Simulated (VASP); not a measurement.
# InSb3 (Pm-3m) in VASP: single point with PBE+D3(BJ)

Aim: the single point of InSb3 with PBE+D3(BJ).

Everything below comes from runs of VASP 6.6.1. Logs are shortened: lines on timing, memory, paths and dates and some standing lists are left out, and cuts for length are marked.

## 1. The cell of the first run

It takes space group Pm-3m (No. 221, cubic). Conventional cell: a = 4.733 Å, b = 4.733 Å, c = 4.733 Å, α = 90.00°, β = 90.00°, γ = 90.00°. Within 4.4 Å of In (site symmetry m-3m) lie 12 Sb at 3.35 Å. Sb (site symmetry 4/mmm) has 4 In at 3.35 Å and 8 Sb at 3.35 Å within 4.4 Å.

## 2. Single point, PBE+D3(BJ)

INCAR

```
  PREC = Accurate
  ENCUT = 520
  EDIFF = 1E-7
  ISMEAR = 0
  SIGMA = 0.15
  LREAL = False
  LASPH = True
  NELM = 100
  ALGO = Normal
  ISIF = 2
  LWAVE = False
  LCHARG = False
  GGA = PE
  IVDW = 12
  NBANDS = 38
```

KPOINTS

```
regular mesh
0
Gamma
  8 8 8
```

POSCAR

```
InSb3
1.0
   -4.7334824492      4.7334824492      0.0000000000
    0.0000000000      4.7334824492     -4.7334824492
   -4.7334824492      0.0000000000     -4.7334824492
In Sb
2 6
Direct
    0.5000000000      0.5000000000      0.5000000000
    0.0000000000      0.0000000000      0.0000000000
    0.0000000000      0.0000000000      0.5000000000
    0.5000000000      0.5000000000      0.0000000000
    0.0000000000      0.5000000000      0.0000000000
    0.5000000000      0.0000000000      0.5000000000
    0.0000000000      0.5000000000      0.5000000000
    0.5000000000      0.0000000000      0.0000000000
```

Potentials or basis: VASP PAW PBE potentials, release 64 (In_d, Sb).

Run with:

```sh
$ cat potpaw_PBE.64/In_d/POTCAR potpaw_PBE.64/Sb/POTCAR > POTCAR
$ mpirun -np 1 vasp_std > vasp.out
```

OUTCAR:

```text
PREC = Accurate
   ENCUT = 520
   EDIFF = 1E-7
   ISMEAR = 0
   LREAL = False
   LASPH = True
   NELM = 100
   ISIF = 2
   GGA = PE
   IVDW = 12
 IVDW          = 12

 ion  position               nearest neighbor table
   1  0.500  0.500  0.500-   4 3.35   6 3.35   7 3.35   4 3.35   5 3.35   8 3.35   3 3.35   6 3.35
                             8 3.35   3 3.35   5 3.35   7 3.35
   2  0.000  0.000  0.000-   3 3.35   5 3.35   8 3.35   3 3.35   6 3.35   7 3.35   4 3.35   5 3.35
                             7 3.35   4 3.35   6 3.35   8 3.35
   3  0.000  0.000  0.500-   2 3.35   6 3.35   7 3.35   2 3.35   5 3.35   8 3.35   1 3.35   5 3.35
                             7 3.35   1 3.35   6 3.35   8 3.35
   4  0.500  0.500  0.000-   1 3.35   5 3.35   8 3.35   1 3.35   6 3.35   7 3.35   2 3.35   6 3.35
                             8 3.35   2 3.35   5 3.35   7 3.35
   5  0.000  0.500  0.000-   2 3.35   4 3.35   7 3.35   1 3.35   3 3.35   7 3.35   2 3.35   3 3.35
                             8 3.35   1 3.35   4 3.35   8 3.35
   6  0.500  0.000  0.500-   1 3.35   3 3.35   8 3.35   2 3.35   4 3.35   8 3.35   1 3.35   4 3.35
                             7 3.35   2 3.35   3 3.35   7 3.35
   7  0.000  0.500  0.500-   1 3.35   3 3.35   5 3.35   2 3.35   4 3.35   5 3.35   2 3.35   3 3.35
                             6 3.35   1 3.35   4 3.35   6 3.35
   8  0.500  0.000  0.000-   2 3.35   4 3.35   6 3.35   1 3.35   3 3.35   6 3.35   1 3.35   4 3.35
                             5 3.35   2 3.35   3 3.35   5 3.35

  LATTYP: Found a face centered cubic cell.
 ALAT       =     9.4669648984

  Lattice vectors:

 A1 = (  -4.7334824492,   4.7334824492,   0.0000000000)
 A2 = (   0.0000000000,   4.7334824492,  -4.7334824492)
 A3 = (  -4.7334824492,   0.0000000000,  -4.7334824492)

Analysis of symmetry for initial positions (statically):
=====================================================================
 Subroutine PRICEL returns following result:

  LATTYP: Found a simple cubic cell.
 ALAT       =     4.7334824492

  Lattice vectors:

 A1 = (   0.0000000000,   0.0000000000,   4.7334824492)
 A2 = (   0.0000000000,   4.7334824492,   0.0000000000)
 A3 = (  -4.7334824492,   0.0000000000,   0.0000000000)

   2 primitive cells build up your supercell.

 Routine SETGRP: Setting up the symmetry group for a
 face centered cubic supercell.

 Subroutine GETGRP returns: Found 48 space group operations
 (whereof 48 operations were pure point group operations)
 out of a pool of 48 trial point group operations.

The static configuration has the point symmetry O_h .

Analysis of symmetry for dynamics (positions and initial velocities):
=====================================================================
 Subroutine PRICEL returns following result:

  LATTYP: Found a simple cubic cell.
 ALAT       =     4.7334824492

  Lattice vectors:

 A1 = (   0.0000000000,   0.0000000000,   4.7334824492)
 A2 = (   0.0000000000,   4.7334824492,   0.0000000000)
 A3 = (  -4.7334824492,   0.0000000000,   0.0000000000)

   2 primitive cells build up your supercell.

 Routine SETGRP: Setting up the symmetry group for a
 face centered cubic supercell.

 Subroutine GETGRP returns: Found 48 space group operations
 (whereof 48 operations were pure point group operations)
 out of a pool of 48 trial point group operations.

The dynamic configuration has the point symmetry O_h .

 Subroutine INISYM returns: Found 48 space group operations
 (whereof 48 operations are pure point group operations),
 and found     2 'primitive' translations

----------------------------------------------------------------------------------------

                                     Primitive cell

  volume of cell :     106.0577

  direct lattice vectors                    reciprocal lattice vectors
     0.000000000  0.000000000  4.733482449     0.000000000  0.000000000  0.211260950
     0.000000000  4.733482449  0.000000000     0.000000000  0.211260950  0.000000000
    -4.733482449  0.000000000  0.000000000    -0.211260950  0.000000000  0.000000000

  length of vectors
     4.733482449  4.733482449  4.733482449     0.211260950  0.211260950  0.211260950

  position of ions in fractional coordinates (direct lattice)
     0.000000000  0.000000000  0.000000000
     0.500000000  0.000000000  0.500000000
     0.500000000  0.500000000  0.000000000
     0.000000000  0.500000000  0.500000000

  ion indices of the primitive-cell ions
   primitive index   ion index
                 1           1
                 2           4
                 3           6
                 4           7

----------------------------------------------------------------------------------------

 KPOINTS: regular mesh

Automatic generation of k-mesh.
 Grid dimensions read from file:
 generate k-points for:    8    8    8

 Generating k-lattice:

  Cartesian coordinates                     Fractional coordinates (reciprocal lattice)
    -0.013203809  0.013203809  0.013203809     0.125000000  0.000000000  0.000000000
     0.013203809  0.013203809 -0.013203809     0.000000000  0.125000000  0.000000000
    -0.013203809 -0.013203809 -0.013203809     0.000000000  0.000000000  0.125000000

  Length of vectors
     0.022869669  0.022869669  0.022869669

  Shift w.r.t. Gamma in fractional coordinates (k-lattice)
     0.000000000  0.000000000  0.000000000

 Subroutine IBZKPT returns following result:
 ===========================================

 Found     29 irreducible k-points:

 Following reciprocal coordinates:
            Coordinates               Weight
  0.000000  0.000000  0.000000      1.000000
  0.125000  0.000000  0.000000      8.000000
  0.250000  0.000000  0.000000      8.000000
  0.375000  0.000000  0.000000      8.000000
  0.500000  0.000000  0.000000      4.000000
  0.125000  0.125000  0.000000      6.000000
[... 16 lines left out ...]
  0.500000  0.250000  0.125000     48.000000
 -0.375000  0.250000  0.125000     24.000000
 [... further k-points ...]
   k-points           NKPTS =     29   k-points in BZ     NKDIM =     29   number of bands    NBANDS=     38
   number of dos      NEDOS =    301   number of ions     NIONS =      8
   total plane-waves  NPLWV = 125000
   dimension x,y,z NGX =    50 NGY =   50 NGZ =   50
   dimension x,y,z NGXF=   100 NGYF=  100 NGZF=  100
   ions per type =               2   6
   NGX,Y,Z   is equivalent  to a cutoff of  12.42, 12.42, 12.42 a.u.
   NGXF,Y,Z  is equivalent  to a cutoff of  24.83, 24.83, 24.83 a.u.
 SYSTEM =  unknown system
   PREC   = accura    normal or accurate (medium, high low for compatibility)
   ISTART =      0    job   : 0-new  1-cont  2-samecut
   ICHARG =      2    charge: 1-file 2-atom 10-const
   ISPIN  =      1    spin polarized calculation?
   LNONCOLLINEAR =      F non collinear calculations
   LSORBIT =      F    spin-orbit coupling
   LASPH  =      T    aspherical Exc in radial PAW
   ENCUT  =  520.0 eV  38.22 Ry    6.18 a.u.  12.45 12.45 12.45*2*pi/ulx,y,z
   NELM   =    100;   NELMIN=  2; NELMDL= -5     # of ELM steps
   EDIFF  = 0.1E-06   stopping-criterion for ELM
   LREAL  =      F    real-space projection
   EDIFFG = 0.1E-05   stopping-criterion for IOM
   NSW    =      0    number of steps for IOM
   IBRION =     -1    ionic relax: 0-MD 1-quasi-New 2-CG
   NFREE  =      0    steps in history (QN), initial steepest desc. (CG)
   ISIF   =      2    stress and relaxation
   ISYM   =      2    0-nonsym 1-usesym 2-fastsym
   POTIM  = 0.5000    time-step for ionic-motion
   TEBEG  =    0.0;   TEEND  =   0.0 temperature during run
   PSTRESS=    0.0 pullay stress
   NELECT =      56.0000    total number of electrons
   NUPDOWN=      -1.0000    fix difference up-down
   EMIN   =  10.00;   EMAX   =-10.00  energy-range for DOS
   EFERMI =   0.00;   METHOD = LEGACY
   ISMEAR =     0;   SIGMA  =   0.15  broadening in eV -4-tet -1-fermi 0-gaus
   EFERMI_NEDOS =   21; number of points for ismear=-14 and -15
   IALGO  =     38    algorithm
   IMIX   =      4    mixing-type and parameters
     AMIX     =   0.40;   BMIX     =  1.00
     AMIX_MAG =   1.60;   BMIX_MAG =  1.00
  volume/ion in A,a.u.               =      26.51       178.93
  Fermi-wavevector in a.u.,A,eV,Ry     =   1.050219  1.984627 15.006695  1.102961
  Thomas-Fermi vector in A             =   2.185214
   LORBIT       =      0    0 simple, 1 ext, 2 COOP (PROOUT), +10 PAW based schemes
   GGA     = PE    functional components
   LHFCALC =     F    Hartree Fock is set to
   AEXX    =    0.0000 exact exchange contribution
   IVDW    =    12    specifies the selected vdW correction
   LEPSILON=     F    determine dielectric tensor
   LRPA    =     F    only Hartree local field effects (RPA)
 non-spin polarized calculation
 Gauss-broadening in eV      SIGMA  =   0.15
  energy-cutoff  :      520.00
  volume of cell :      212.12
 maximum number of plane-waves:      5769
 NGX is ok and might be reduce to    50
   NGX = 25   NGY = 25   NGZ = 25

 number of electron      55.9999980 magnetization

 Free energy of the ion-electron system (eV)
  ---------------------------------------------------
  ext. energy  EPLUGINS =         0.00000000
  ---------------------------------------------------
  free energy    TOTEN  =       -28.45261554 eV

  energy without entropy =      -28.42403133  energy(sigma->0) =      -28.43832344

 E-fermi :   8.4152     XC(G=0): -10.2666

 val. band max:        8.3831777558   @ k =   0.5000   0.3750   0.1250
 cond. band min:       8.4244627912   @ k =   0.5000   0.3750   0.1250
 fundamental gap:      0.0412850353
 Fermi energy:         8.4152418911

 k-point     1 :       0.0000    0.0000    0.0000
  band No.  band energies     occupation
      1      -6.1848      2.00000
      2      -6.1848      2.00000
      3      -6.1848      2.00000
      4      -6.1644      2.00000
      5      -6.1644      2.00000
      6      -6.1445      2.00000
[... 30 lines left out ...]
     37      13.1991      0.00000
     38      13.1991      0.00000

 k-point     2 :       0.1250    0.0000    0.0000
  band No.  band energies     occupation
      1      -6.1835      2.00000
      2      -6.1827      2.00000
      3      -6.1827      2.00000
      4      -6.1629      2.00000
      5      -6.1629      2.00000
      6      -6.1457      2.00000
[... 30 lines left out ...]
     37      13.3976      0.00000
     38      13.3976      0.00000

 k-point     3 :       0.2500    0.0000    0.0000
  band No.  band energies     occupation
      1      -6.1794      2.00000
      2      -6.1771      2.00000
      3      -6.1771      2.00000
      4      -6.1588      2.00000
      5      -6.1588      2.00000
      6      -6.1496      2.00000
[... 30 lines left out ...]
     37      12.7763      0.00000
     38      12.7775      0.00000

 k-point     4 :       0.3750    0.0000    0.0000
  band No.  band energies     occupation
      1      -6.1729      2.00000
      2      -6.1694      2.00000
      3      -6.1694      2.00000
      4      -6.1563      2.00000
      5      -6.1553      2.00000
      6      -6.1553      2.00000
[... 30 lines left out ...]
     37      11.5247      0.00000
     38      11.5247      0.00000
[... 703 lines left out ...]
      4      -6.1592      2.00000
      5      -6.1549      2.00000
      6      -6.1531      2.00000
[... 30 lines left out ...]
     37      12.5683      0.00000
     38      12.6596      0.00000

 k-point    23 :       0.5000    0.2500    0.1250
  band No.  band energies     occupation
      1      -6.1790      2.00000
      2      -6.1659      2.00000
      3      -6.1630      2.00000
      4      -6.1606      2.00000
      5      -6.1554      2.00000
      6      -6.1542      2.00000
[... 30 lines left out ...]
     37      11.1724      0.00000
     38      11.8643      0.00000

 k-point    24 :      -0.3750    0.2500    0.1250
  band No.  band energies     occupation
      1      -6.1714      2.00000
      2      -6.1714      2.00000
      3      -6.1600      2.00000
      4      -6.1600      2.00000
      5      -6.1541      2.00000
      6      -6.1541      2.00000
[... 30 lines left out ...]
     37      11.0630      0.00000
     38      11.0630      0.00000

 [... further k-points ...]

------------------------ aborting loop because EDIFF is reached ----------------------------------------

 Edisp (eV)   -3.82259

 E8    (eV) :    -1.7939

  FORCE on cell =-STRESS in cart. coord.  units (eV):
  Direction    XX          YY          ZZ          XY          YZ          ZX
  --------------------------------------------------------------------------------------
  -------------------------------------------------------------------------------------
  Total      -0.12426    -0.12426    -0.12426     0.00000     0.00000     0.00000
  in kB      -0.93859    -0.93859    -0.93859     0.00000     0.00000     0.00000
  external pressure =       -0.94 kB  Pullay stress =        0.00 kB

 VOLUME and BASIS-vectors are now :
 -----------------------------------------------------------------------------
  energy-cutoff  :      520.00
  volume of cell :      212.12
      direct lattice vectors                 reciprocal lattice vectors
    -4.733482449  4.733482449  0.000000000    -0.105630475  0.105630475  0.105630475
     0.000000000  4.733482449 -4.733482449     0.105630475  0.105630475 -0.105630475
    -4.733482449  0.000000000 -4.733482449    -0.105630475 -0.105630475 -0.105630475

 POSITION                                       TOTAL-FORCE (eV/Angst)
 -----------------------------------------------------------------------------------
     -4.73348      4.73348     -4.73348         0.000000      0.000000      0.000000
      0.00000      0.00000      0.00000         0.000000     -0.000000     -0.000000
     -2.36674      0.00000     -2.36674         0.000000     -0.000000     -0.000000
     -2.36674      4.73348     -2.36674        -0.000000      0.000000      0.000000
      0.00000      2.36674     -2.36674        -0.000000      0.000000      0.000000
     -4.73348      2.36674     -2.36674        -0.000000     -0.000000      0.000000
     -2.36674      2.36674     -4.73348        -0.000000     -0.000000     -0.000000
     -2.36674      2.36674      0.00000        -0.000000      0.000000     -0.000000
 -----------------------------------------------------------------------------------
    total drift:                               -0.000000     -0.000000      0.000000

  FREE ENERGIE OF THE ION-ELECTRON SYSTEM (eV)
  ---------------------------------------------------
  free  energy   TOTEN  =       -32.2752040599 eV

  energy  without entropy=      -32.2466198558  energy(sigma->0) =      -32.26091196
```

It took 9.1 min on 1 thread of AMD EPYC, shared host; peak memory 0.43 GiB.

What came out:

* Free energy: -32.2752 eV
* Pressure: -0.1 GPa
* Band gap on the k mesh: zero (bands 28 and 29 overlap by 1.72 eV)
* Dispersion energy per atom: -0.478 eV

Caveat: spin-orbit coupling is left out, which moves the levels of the heavy elements.
